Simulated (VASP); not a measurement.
# KBaI3 (Pm-3m) in VASP: settings compared, part 2 of 2

VASP 6.6.1. The steps go on from the part before.

### 4 Single point, HSE06

Input file POSCAR:

```
KBaI3
1.0
    6.7191903973      0.0000000000      0.0000000000
    0.0000000000      6.7191903973      0.0000000000
    0.0000000000      0.0000000000      6.7191903973
K Ba I
1 1 3
Direct
    0.0000000000      0.0000000000      0.0000000000
    0.5000000000      0.5000000000      0.5000000000
    0.5000000000      0.5000000000      0.0000000000
    0.5000000000      0.0000000000      0.5000000000
    0.0000000000      0.5000000000      0.5000000000
```

Input file INCAR.step1:

```
PREC = Accurate
ENCUT = 520
EDIFF = 1E-5
ISMEAR = 0
SIGMA = 0.01
LREAL = F
LASPH = T
NELM = 80
ALGO = Normal
ISIF = 2
LWAVE = T
LCHARG = F
GGA = PE
NBANDS = 28
```

Input file INCAR.step2:

```
PREC = Accurate
ENCUT = 520
EDIFF = 1E-6
ISMEAR = 0
SIGMA = 0.01
LREAL = F
LASPH = T
NELM = 80
ALGO = Normal
ISIF = 2
LWAVE = F
LCHARG = F
GGA = PE
LHFCALC = T
HFSCREEN = 0.2079
PRECFOCK = Fast
ISTART = 1
NBANDS = 28
```

Input file KPOINTS:

```
Automatic mesh
0
Gamma
  2 2 2
```

Potentials or basis: VASP PAW PBE potentials, release 64 (K_sv, Ba_sv, I).

Command:

```console
> cat potpaw_PBE.64/K_sv/POTCAR potpaw_PBE.64/Ba_sv/POTCAR potpaw_PBE.64/I/POTCAR > POTCAR
> cp INCAR.step1 INCAR
> mpirun -np 1 vasp_std > vasp.out
> cp INCAR.step2 INCAR
> mpirun -np 1 vasp_std > vasp.out
```

OUTCAR:

```text
PREC = Accurate
   ENCUT = 520
   EDIFF = 1E-6
   ISMEAR = 0
   LREAL = F
   LASPH = T
   NELM = 80
   ISIF = 2
   GGA = PE
   LHFCALC = T
   HFSCREEN = 0.2079
   PRECFOCK = Fast
   ISTART = 1

 ion  position               nearest neighbor table
   1  0.000  0.000  0.000-
   2  0.500  0.500  0.500-   3 3.36   4 3.36   5 3.36   3 3.36   4 3.36   5 3.36
   3  0.500  0.500  0.000-   2 3.36   2 3.36
   4  0.500  0.000  0.500-   2 3.36   2 3.36
   5  0.000  0.500  0.500-   2 3.36   2 3.36

  LATTYP: Found a simple cubic cell.
 ALAT       =     6.7191903973

  Lattice vectors:

 A1 = (   6.7191903973,   0.0000000000,   0.0000000000)
 A2 = (   0.0000000000,   6.7191903973,   0.0000000000)
 A3 = (   0.0000000000,   0.0000000000,   6.7191903973)

Analysis of symmetry for initial positions (statically):
=====================================================================
 Subroutine PRICEL returns:
 Original cell was already a primitive cell.

 Routine SETGRP: Setting up the symmetry group for a
 simple cubic supercell.

 Subroutine GETGRP returns: Found 48 space group operations
 (whereof 48 operations were pure point group operations)
 out of a pool of 48 trial point group operations.

The static configuration has the point symmetry O_h .

Analysis of symmetry for dynamics (positions and initial velocities):
=====================================================================
 Subroutine PRICEL returns:
 Original cell was already a primitive cell.

 Routine SETGRP: Setting up the symmetry group for a
 simple cubic supercell.

 Subroutine GETGRP returns: Found 48 space group operations
 (whereof 48 operations were pure point group operations)
 out of a pool of 48 trial point group operations.

The dynamic configuration has the point symmetry O_h .

 Subroutine INISYM returns: Found 48 space group operations
 (whereof 48 operations are pure point group operations),
 and found     1 'primitive' translations

----------------------------------------------------------------------------------------

                                     Primitive cell

  volume of cell :     303.3548

  direct lattice vectors                    reciprocal lattice vectors
     6.719190397  0.000000000  0.000000000     0.148827454  0.000000000  0.000000000
     0.000000000  6.719190397  0.000000000     0.000000000  0.148827454  0.000000000
     0.000000000  0.000000000  6.719190397     0.000000000  0.000000000  0.148827454

  length of vectors
     6.719190397  6.719190397  6.719190397     0.148827454  0.148827454  0.148827454

  position of ions in fractional coordinates (direct lattice)
     0.000000000  0.000000000  0.000000000
     0.500000000  0.500000000  0.500000000
     0.500000000  0.500000000  0.000000000
     0.500000000  0.000000000  0.500000000
     0.000000000  0.500000000  0.500000000

  ion indices of the primitive-cell ions
   primitive index   ion index
                 1           1
                 2           2
[... 28 lines left out ...]
 Found      4 irreducible k-points:

 Following reciprocal coordinates:
            Coordinates               Weight
  0.000000  0.000000  0.000000      1.000000
  0.500000  0.000000  0.000000      3.000000
  0.500000  0.500000  0.000000      3.000000
  0.500000  0.500000  0.500000      1.000000
   k-points           NKPTS =      4   k-points in BZ     NKDIM =      8   number of bands    NBANDS=     28
   number of dos      NEDOS =    301   number of ions     NIONS =      5
   total plane-waves  NPLWV = 125000
   dimension x,y,z NGX =    50 NGY =   50 NGZ =   50
   dimension x,y,z NGXF=   100 NGYF=  100 NGZF=  100
   ions per type =               1   1   3
   NGX,Y,Z   is equivalent  to a cutoff of  12.37, 12.37, 12.37 a.u.
   NGXF,Y,Z  is equivalent  to a cutoff of  24.74, 24.74, 24.74 a.u.
 SYSTEM =  unknown system
   PREC   = accura    normal or accurate (medium, high low for compatibility)
   ISTART =      1    job   : 0-new  1-cont  2-samecut
   ICHARG =      0    charge: 1-file 2-atom 10-const
   ISPIN  =      1    spin polarized calculation?
   LNONCOLLINEAR =      F non collinear calculations
   LSORBIT =      F    spin-orbit coupling
   LASPH  =      T    aspherical Exc in radial PAW
   ENCUT  =  520.0 eV  38.22 Ry    6.18 a.u.  12.49 12.49 12.49*2*pi/ulx,y,z
   NELM   =     80;   NELMIN=  2; NELMDL=  0     # of ELM steps
   EDIFF  = 0.1E-05   stopping-criterion for ELM
   LREAL  =      F    real-space projection
   EDIFFG = 0.1E-04   stopping-criterion for IOM
   NSW    =      0    number of steps for IOM
   IBRION =     -1    ionic relax: 0-MD 1-quasi-New 2-CG
   NFREE  =      0    steps in history (QN), initial steepest desc. (CG)
   ISIF   =      2    stress and relaxation
   ISYM   =      3    0-nonsym 1-usesym 2-fastsym
   POTIM  = 0.5000    time-step for ionic-motion
   TEBEG  =    0.0;   TEEND  =   0.0 temperature during run
   PSTRESS=    0.0 pullay stress
   NELECT =      40.0000    total number of electrons
   NUPDOWN=      -1.0000    fix difference up-down
   EMIN   =  10.00;   EMAX   =-10.00  energy-range for DOS
   EFERMI =   0.00;   METHOD = LEGACY
   ISMEAR =     0;   SIGMA  =   0.01  broadening in eV -4-tet -1-fermi 0-gaus
   EFERMI_NEDOS =   21; number of points for ismear=-14 and -15
   IALGO  =     38    algorithm
   IMIX   =      1    mixing-type and parameters
     AMIX     =   0.40;   BMIX     =  1.00
     AMIX_MAG =   1.60;   BMIX_MAG =  1.00
  volume/ion in A,a.u.               =      60.67       409.43
  Fermi-wavevector in a.u.,A,eV,Ry     =   0.833255  1.574623  9.446712  0.694314
  Thomas-Fermi vector in A             =   1.946448
   LORBIT       =      0    0 simple, 1 ext, 2 COOP (PROOUT), +10 PAW based schemes
   GGA     = PE    functional components
   LHFCALC =     T    Hartree Fock is set to
   PRECFOCK=fast      Normal, Fast or Accurate (Low or Medium for compatibility)
   ENCUT4O =  -1.0   cutoff for four orbital integrals eV
   NKREDX  =     1    reduce k-point grid by
   NKREDY  =     1    reduce k-point grid by
   NKREDZ  =     1    reduce k-point grid by
   AEXX    =    0.2500 exact exchange contribution
   HFSCREEN=    0.2079 screening length (either q_TF or 0.3 A-1)
   HFSCREENC=   0.2079 screening length for correlation (either q_TF or 0.3 A-1)
   ENCUTFOCK=  -1.0 apply spherical cutoff to Coloumb kernel
   IVDW    =     0    specifies the selected vdW correction
   LEPSILON=     F    determine dielectric tensor
   LRPA    =     F    only Hartree local field effects (RPA)
 non-spin polarized calculation
 Gauss-broadening in eV      SIGMA  =   0.01
  energy-cutoff  :      520.00
  volume of cell :      303.35
 maximum number of plane-waves:      8217
 NGX is ok and might be reduce to    50
  NGX = 28; NGY = 28; NGZ = 28

 number of electron      40.0000007 magnetization

 Free energy of the ion-electron system (eV)
  ---------------------------------------------------
  ext. energy  EPLUGINS =         0.00000000
  ---------------------------------------------------
  free energy    TOTEN  =       -17.41032574 eV

  energy without entropy =      -17.41032574  energy(sigma->0) =      -17.41032574

 E-fermi :  -1.3825     XC(G=0):  -5.3531

 val. band max:       -1.4796065183   @ k =   0.5000   0.5000   0.5000
 cond. band min:       2.5421984162   @ k =   0.0000   0.0000   0.0000
 fundamental gap:      4.0218049345
 Fermi energy:        -1.3824778324

 k-point     1 :       0.0000    0.0000    0.0000
  band No.  band energies     occupation
      1     -34.2505      2.00000
      2     -29.5297      2.00000
      3     -16.3390      2.00000
      4     -16.3390      2.00000
      5     -16.3390      2.00000
      6     -13.7886      2.00000
[... 113 lines left out ...]
     27       5.6148      0.00000
     28       6.3816      0.00000

------------------------ aborting loop because EDIFF is reached ----------------------------------------

  FORCE on cell =-STRESS in cart. coord.  units (eV):
  Direction    XX          YY          ZZ          XY          YZ          ZX
  --------------------------------------------------------------------------------------
  -------------------------------------------------------------------------------------
  Total        0.6032990      0.6032990      0.6032990     -0.0000000      0.0000000     -0.0000000
  in kB        3.1863415      3.1863415      3.1863415     -0.0000000      0.0000000     -0.0000000
  external PRESSURE =       3.1863415 kB  Pullay stress =       0.0000000 kB

 VOLUME and BASIS-vectors are now :
 -----------------------------------------------------------------------------
  energy-cutoff  :      520.00
  volume of cell :      303.35
      direct lattice vectors                 reciprocal lattice vectors
     6.719190397  0.000000000  0.000000000     0.148827454  0.000000000  0.000000000
     0.000000000  6.719190397  0.000000000     0.000000000  0.148827454  0.000000000
     0.000000000  0.000000000  6.719190397     0.000000000  0.000000000  0.148827454

 POSITION                                       TOTAL-FORCE (eV/Angst)
 -----------------------------------------------------------------------------------
      0.00000      0.00000      0.00000         0.000000      0.000000      0.000000
      3.35960      3.35960      3.35960         0.000000      0.000000      0.000000
      3.35960      3.35960      0.00000         0.000000      0.000000      0.000000
      3.35960      0.00000      3.35960         0.000000      0.000000      0.000000
      0.00000      3.35960      3.35960         0.000000      0.000000      0.000000
 -----------------------------------------------------------------------------------
    total drift:                               -0.000000     -0.000001     -0.000000

  FREE ENERGIE OF THE ION-ELECTRON SYSTEM (eV)
  ---------------------------------------------------
  free  energy   TOTEN  =       -17.4103257417 eV

  energy  without entropy=      -17.4103257417  energy(sigma->0) =      -17.41032574
```

Wall time 2.3 min (1 thread of Intel Xeon 6975P-C (Granite Rapids), shared host); peak memory 0.48 GiB.

Results:

- Free energy: -17.4103 eV
- Pressure: 0.3 GPa
- Band gap on the k mesh: 4.02 eV (least direct gap 4.22 eV)

Levels at points of the mesh, in eV from the valence-band top:
| k point | band 18 | band 19 | band 20 | band 21 | band 22 | band 23 |
| --- | --- | --- | --- | --- | --- | --- |
| (0.00, 0.00, 0.00) | -0.20 | -0.20 | -0.20 | 4.02 | 4.99 | 4.99 |
| (0.50, 0.00, 0.00) | -0.50 | -0.27 | -0.27 | 5.10 | 5.24 | 5.55 |
| (0.50, 0.50, 0.00) | -0.63 | -0.61 | -0.01 | 5.52 | 6.16 | 6.16 |
| (0.50, 0.50, 0.50) | 0.00 | 0.00 | 0.00 | 4.78 | 6.51 | 6.51 |

Caveat: the k points lie up to 0.47 Å⁻¹ apart; the PAW data sets were made with another functional, which shifts forces and pressure a little; spin-orbit coupling is left out, which moves the levels of the heavy elements.

### 5 Summary

| level | k mesh | smearing | grid for exact exchange (PRECFOCK) | share of exact exchange | screening parameter | gap on the mesh (eV) | pressure (GPa) |
| --- | --- | --- | --- | --- | --- | --- | --- |
| PBE | 4 × 4 × 4 | methfessel-paxton 0.2 eV | - | - | - | 3.09 | 0.2 |
| PBE | 4 × 4 × 4, shifted | gaussian 0.01 eV | - | - | - | 3.21 | 0.2 |
| HSE06 | 2 × 2 × 2 | gaussian 0.01 eV | Fast | 0.25 | 0.2079 1/Å | 4.02 | 0.3 |

Alike in all rows: task single point; potentials or basis VASP PAW PBE potentials, release 64 (K_sv, Ba_sv, I); no spin polarisation; cell as given; cutoff (eV) 520.

Caveats: some runs use coarse meshes; spin-orbit coupling is left out, which moves the levels of the heavy elements; a shifted mesh leaves out Γ, where band edges can lie (at least some runs); the PAW data sets were made with another functional, which shifts forces and pressure a little (at least some runs).

Absolute energies hang on the potentials; compare differences alone.
